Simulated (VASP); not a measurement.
# HfC (CsCl type) (Pm-3m) in VASP: notebook

The runs below take HfC (CsCl type) through single point, relaxation of cell and atoms, with PBE.

Everything below comes from runs of VASP 6.6.1. Logs are shortened: lines on timing, memory, paths and dates and some standing lists are left out, and cuts for length are marked.

**1. The cell of the first run**

The structure is cubic, space group Pm-3m (No. 221). The conventional cell has a = 2.452 Å, b = 2.452 Å, c = 2.452 Å, α = 90.00°, β = 90.00°, γ = 90.00°. Within 2.8 Å of Hf (site symmetry m-3m) lie 8 C at 2.12 Å and 6 Hf at 2.45 Å. Within 2.8 Å of C (site symmetry m-3m) lie 8 Hf at 2.12 Å and 6 C at 2.45 Å.

**2. Single point, PBE**

Contents of INCAR:

```
SYSTEM = HfC
ALGO = Normal
EDIFF = 1E-6
ENCUT = 520
GGA = PE
ISIF = 2
ISMEAR = -1
LASPH = .True.
LCHARG = .False.
LREAL = .False.
LWAVE = .False.
NBANDS = 14
NELM = 100
PREC = Accurate
SIGMA = 0.05
```

Contents of KPOINTS:

```
k-points
0
Gamma
  15 15 15
  0 0 0
```

Contents of POSCAR:

```
HfC
1.0
    2.4520755285      0.0000000000      0.0000000000
    0.0000000000      2.4520755285      0.0000000000
    0.0000000000      0.0000000000      2.4520755285
Hf C
1 1
Direct
    0.0000000000      0.0000000000      0.0000000000
    0.5000000000      0.5000000000      0.5000000000
```

Potentials or basis: VASP PAW PBE potentials, release 64 (Hf_pv, C).

Started as:

```console
$ cat potpaw_PBE.64/Hf_pv/POTCAR potpaw_PBE.64/C/POTCAR > POTCAR
$ mpirun -np 1 vasp_std > vasp.out
```

OUTCAR:

```text
SYSTEM = HfC
   EDIFF = 1E-6
   ENCUT = 520
   GGA = PE
   ISIF = 2
   ISMEAR = -1
   LASPH = .True.
   LREAL = .False.
   NELM = 100
   PREC = Accurate

 ion  position               nearest neighbor table
   1  0.000  0.000  0.000-   2 2.12   2 2.12   2 2.12   2 2.12   2 2.12   2 2.12   2 2.12   2 2.12

   2  0.500  0.500  0.500-   1 2.12   1 2.12   1 2.12   1 2.12   1 2.12   1 2.12   1 2.12   1 2.12

  LATTYP: Found a simple cubic cell.
 ALAT       =     2.4520755285

  Lattice vectors:

 A1 = (   2.4520755285,   0.0000000000,   0.0000000000)
 A2 = (   0.0000000000,   2.4520755285,   0.0000000000)
 A3 = (   0.0000000000,   0.0000000000,   2.4520755285)

Analysis of symmetry for initial positions (statically):
=====================================================================
 Subroutine PRICEL returns:
 Original cell was already a primitive cell.

 Routine SETGRP: Setting up the symmetry group for a
 simple cubic supercell.

 Subroutine GETGRP returns: Found 48 space group operations
 (whereof 48 operations were pure point group operations)
 out of a pool of 48 trial point group operations.

The static configuration has the point symmetry O_h .

Analysis of symmetry for dynamics (positions and initial velocities):
=====================================================================
 Subroutine PRICEL returns:
 Original cell was already a primitive cell.

 Routine SETGRP: Setting up the symmetry group for a
 simple cubic supercell.

 Subroutine GETGRP returns: Found 48 space group operations
 (whereof 48 operations were pure point group operations)
 out of a pool of 48 trial point group operations.

The dynamic configuration has the point symmetry O_h .

 Subroutine INISYM returns: Found 48 space group operations
 (whereof 48 operations are pure point group operations),
 and found     1 'primitive' translations

----------------------------------------------------------------------------------------

                                     Primitive cell

  volume of cell :      14.7435

  direct lattice vectors                    reciprocal lattice vectors
     2.452075528  0.000000000  0.000000000     0.407817781  0.000000000  0.000000000
     0.000000000  2.452075528  0.000000000     0.000000000  0.407817781  0.000000000
     0.000000000  0.000000000  2.452075528     0.000000000  0.000000000  0.407817781

[... 89 lines left out ...]
   ISIF   =      2    stress and relaxation
   ISYM   =      2    0-nonsym 1-usesym 2-fastsym
   POTIM  = 0.5000    time-step for ionic-motion
   TEBEG  =    0.0;   TEEND  =   0.0 temperature during run
   PSTRESS=    0.0 pullay stress
   NELECT =      14.0000    total number of electrons
   NUPDOWN=      -1.0000    fix difference up-down
   EMIN   =  10.00;   EMAX   =-10.00  energy-range for DOS
   EFERMI =   0.00;   METHOD = LEGACY
   ISMEAR =    -1;   SIGMA  =   0.05  broadening in eV -4-tet -1-fermi 0-gaus
   EFERMI_NEDOS =   21; number of points for ismear=-14 and -15
   IALGO  =     38    algorithm
   IMIX   =      4    mixing-type and parameters
     AMIX     =   0.40;   BMIX     =  1.00
     AMIX_MAG =   1.60;   BMIX_MAG =  1.00
  volume/ion in A,a.u.               =       7.37        49.75
  Fermi-wavevector in a.u.,A,eV,Ry     =   1.609102  3.040763 35.228345  2.589210
  Thomas-Fermi vector in A             =   2.704866
   LORBIT       =      0    0 simple, 1 ext, 2 COOP (PROOUT), +10 PAW based schemes
   GGA     = PE    functional components
   LHFCALC =     F    Hartree Fock is set to
   AEXX    =    0.0000 exact exchange contribution
   IVDW    =     0    specifies the selected vdW correction
   LEPSILON=     F    determine dielectric tensor
   LRPA    =     F    only Hartree local field effects (RPA)
 non-spin polarized calculation
  energy-cutoff  :      520.00
  volume of cell :       14.74
 maximum number of plane-waves:       413
   NGX =  9   NGY =  9   NGZ =  9

 number of electron      14.0000007 magnetization

 Free energy of the ion-electron system (eV)
  ---------------------------------------------------
  ext. energy  EPLUGINS =         0.00000000
  ---------------------------------------------------
  free energy    TOTEN  =       -12.91317334 eV

  energy without entropy =      -12.90122833  energy(sigma->0) =      -12.90720083

 E-fermi :  11.6018     XC(G=0): -15.2724

 val. band max:       11.5755135049   @ k =   0.2000   0.2000   0.0000
 cond. band min:      11.6018438627   @ k =   0.4667   0.2667   0.0667
 fundamental gap:      0.0263303578
 Fermi energy:        11.6017813200

 k-point     1 :       0.0000    0.0000    0.0000
  band No.  band energies     occupation
      1     -16.6481      2.00000
      2     -16.6481      2.00000
      3     -16.6481      2.00000
      4      -3.9485      2.00000
      5       7.4148      2.00000
      6       7.4148      2.00000
      7      13.7693      0.00000
      8      13.7693      0.00000
      9      13.7693      0.00000
     10      21.6771      0.00000
     11      21.6771      0.00000
     12      21.6771      0.00000
     13      26.5812      0.00000
     14      28.6179      0.00000
[... 377 lines left out ...]
      1     -19.8513      2.00000
      2     -17.8844      2.00000
      3     -16.0997      2.00000
      4       0.3343      2.00000
      5       5.3612      2.00000
      6       9.3645      2.00000
      7      10.7848      2.00000
      8      11.5609      1.38718
      9      18.7432      0.00000
     10      18.9575      0.00000
     11      22.4846      0.00000
     12      24.0200      0.00000
     13      26.6261      0.00000
     14      28.1974      0.00000

 [... further k-points ...]

------------------------ aborting loop because EDIFF is reached ----------------------------------------

  FORCE on cell =-STRESS in cart. coord.  units (eV):
  Direction    XX          YY          ZZ          XY          YZ          ZX
  --------------------------------------------------------------------------------------
  -------------------------------------------------------------------------------------
  Total       25.5736460     25.5736460     25.5736460      0.0000000      0.0000000     -0.0000000
  in kB     2779.0841814   2779.0841814   2779.0841814      0.0000000      0.0000000     -0.0000000
  external PRESSURE =    2779.0841814 kB  Pullay stress =       0.0000000 kB

 VOLUME and BASIS-vectors are now :
 -----------------------------------------------------------------------------
  energy-cutoff  :      520.00
  volume of cell :       14.74
      direct lattice vectors                 reciprocal lattice vectors
     2.452075528  0.000000000  0.000000000     0.407817781  0.000000000  0.000000000
     0.000000000  2.452075528  0.000000000     0.000000000  0.407817781  0.000000000
     0.000000000  0.000000000  2.452075528     0.000000000  0.000000000  0.407817781

 POSITION                                       TOTAL-FORCE (eV/Angst)
 -----------------------------------------------------------------------------------
      0.00000      0.00000      0.00000         0.000000      0.000000      0.000000
      1.22604      1.22604      1.22604         0.000000      0.000000      0.000000
 -----------------------------------------------------------------------------------
    total drift:                                0.000000     -0.000000      0.000000

  FREE ENERGIE OF THE ION-ELECTRON SYSTEM (eV)
  ---------------------------------------------------
  free  energy   TOTEN  =       -12.9131733366 eV

  energy  without entropy=      -12.9012283259  energy(sigma->0) =      -12.90720083
```

OSZICAR:

```text
N       E                     dE             d eps       ncg     rms          rms(c)
DAV:   1     0.336406607689E+02    0.33641E+02   -0.77108E+03  3384   0.103E+03
DAV:   2    -0.151675580323E+02   -0.48808E+02   -0.46194E+02  4248   0.221E+02
DAV:   3    -0.162350351158E+02   -0.10675E+01   -0.10647E+01  3756   0.241E+01
DAV:   4    -0.162365784945E+02   -0.15434E-02   -0.15432E-02  4224   0.113E+00
DAV:   5    -0.162365811555E+02   -0.26610E-05   -0.26612E-05  3742   0.403E-02    0.104E+02
DAV:   6    -0.129855275084E+02    0.32511E+01   -0.99579E+00  3732   0.207E+01    0.694E+01
DAV:   7    -0.129498111702E+02    0.35716E-01   -0.51230E-01  3426   0.554E+00    0.262E+01
DAV:   8    -0.129136195160E+02    0.36192E-01   -0.65805E-02  4002   0.199E+00    0.194E+00
DAV:   9    -0.129131627707E+02    0.45675E-03   -0.26434E-03  3666   0.444E-01    0.454E-01
DAV:  10    -0.129131803439E+02   -0.17573E-04   -0.71338E-05  4140   0.700E-02    0.524E-02
DAV:  11    -0.129131737906E+02    0.65533E-05   -0.28704E-05  3576   0.381E-02    0.533E-02
DAV:  12    -0.129131733366E+02    0.45406E-06   -0.39355E-06  3546   0.160E-02
   1 F= -.12913173E+02 E0= -.12907201E+02  d E =-.119450E-01
```

It took 18 s on 1 thread of Intel Xeon 8259CL, shared host; peak memory 0.14 GiB.

Results:

| Property | Result |
| --- | --- |
| Free energy | -12.9132 eV |
| Pressure | 277.9 GPa |
| Band gap on the k mesh | zero (bands 7 and 8 overlap by 4.18 eV) |

Caveat: the cell stands under pressure; spin-orbit coupling is left out, which moves the levels of the heavy elements.

**3. Single point, PBE**

Contents of INCAR:

```
SYSTEM = HfC
PREC = Accurate ; ENCUT = 520
EDIFF = 1E-6 ; ISMEAR = -1
SIGMA = 0.05 ; LREAL = .False.
LASPH = .True. ; NELM = 100
ALGO = Normal ; ISIF = 2
LWAVE = .False. ; LCHARG = .True.
GGA = PE ; LELF = .True.
LVHAR = .True. ; NBANDS = 14
```

Contents of KPOINTS:

```
regular mesh
0
Gamma
  15 15 15
  0 0 0
```

Contents of POSCAR:

```
HfC
1.0
    2.4523902053      0.0000000000      0.0000000000
    0.0000000000      2.4523902053      0.0000000000
    0.0000000000      0.0000000000      2.4523902053
Hf C
1 1
Direct
    0.0000000000      0.0000000000      0.0000000000
    0.5000000000      0.5000000000      0.5000000000
```

Potentials or basis: VASP PAW PBE potentials, release 64 (Hf_pv, C).

Started as:

```console
$ cat potpaw_PBE.64/Hf_pv/POTCAR potpaw_PBE.64/C/POTCAR > POTCAR
$ mpirun -np 1 vasp_std > vasp.out
```

Run time: 19 s. Hardware: 1 thread of Intel Xeon 8259CL, shared host; peak memory 0.14 GiB.

It converged, with:

* Free energy: -12.9230 eV
* Pressure: 277.5 GPa
* Band gap on the k mesh: zero (bands 7 and 8 overlap by 4.18 eV)

Levels at points of the mesh, in eV from the Fermi level:
```tsv
k point	band 5	band 6	band 7	band 8	band 9	band 10
(0.00, 0.00, 0.00)	-4.18	-4.18	2.17	2.17	2.17	10.07
```

Caveat: the cell stands under pressure; spin-orbit coupling is left out, which moves the levels of the heavy elements.

**4. Relaxation of cell and atoms, PBE, target pressure 280 GPa, at which the enthalpy is minimised**

Contents of INCAR:

```
SYSTEM = HfC
  PREC = Accurate
  ENCUT = 600
  EDIFF = 1E-6
  ISMEAR = -1
  SIGMA = 0.05
  LREAL = .FALSE.
  LASPH = .TRUE.
  NELM = 60
  ALGO = Normal
  ISIF = 3
  LWAVE = .FALSE.
  LCHARG = .FALSE.
  GGA = PE
  IBRION = 2
  NSW = 32
  EDIFFG = -0.005
  PSTRESS = 2800.0
```

Contents of KPOINTS:

```
Automatic mesh
0
G
  15 15 15
  0 0 0
```

Contents of POSCAR:

```
HfC
1.0
    2.4520755285      0.0000000000      0.0000000000
    0.0000000000      2.4520755285      0.0000000000
    0.0000000000      0.0000000000      2.4520755285
Hf C
1 1
Direct
    0.0000000000      0.0000000000      0.0000000000
    0.5000000000      0.5000000000      0.5000000000
```

Started as:

```console
$ cat potpaw_PBE.64/Hf_pv/POTCAR potpaw_PBE.64/C/POTCAR > POTCAR
$ mpirun -np 1 vasp_std > vasp.out
```

It took 54 s on 1 thread of Intel Xeon 8259CL, shared host; peak memory 0.15 GiB.

It converged, with:

- Free energy: -12.8622 eV
- Relaxed volume: 7.36 Å³/atom
- Relaxed cell: a = 2.450 Å, b = 2.450 Å, c = 2.450 Å, α = 90.00°, β = 90.00°, γ = 90.00°
- Space group after relaxing (to 0.1 Å): Pm-3m (No. 221)
- Energy change on relaxing (the run minimises the enthalpy): +26.4 meV/atom
- Ionic steps: 3
- Pressure after relaxing: 280.0 GPa
- Band gap on the k mesh: zero (bands 7 and 8 overlap by 4.20 eV)

The path:
```tsv
step	energy change (eV)	largest force (eV/Å)	pressure (GPa)	volume (Å³)
1	0.0000	0.0000	277.72	14.74
2	0.3978	0.0000	294.93	14.52
3	0.0527	0.0000	280.00	14.71
```

Final structure:
```xyz
2
Lattice="2.4504 0.0000 0.0000 0.0000 2.4504 0.0000 0.0000 0.0000 2.4504" Properties=species:S:1:pos:R:3 pbc="T T T"
Hf    0.0000    0.0000    0.0000
C     1.2252    1.2252    1.2252
```

Levels at points of the mesh, in eV from the Fermi level:
```tsv
k point	band 5	band 6	band 7	band 8	band 9	band 10
(0.00, 0.00, 0.00)	-4.20	-4.20	2.17	2.17	2.17	10.09
```

Caveat: the cell is relaxed towards a set pressure, so the run minimises the enthalpy, not the energy; spin-orbit coupling is left out, which moves the levels of the heavy elements.

(Part 1 of 2 ends here.)
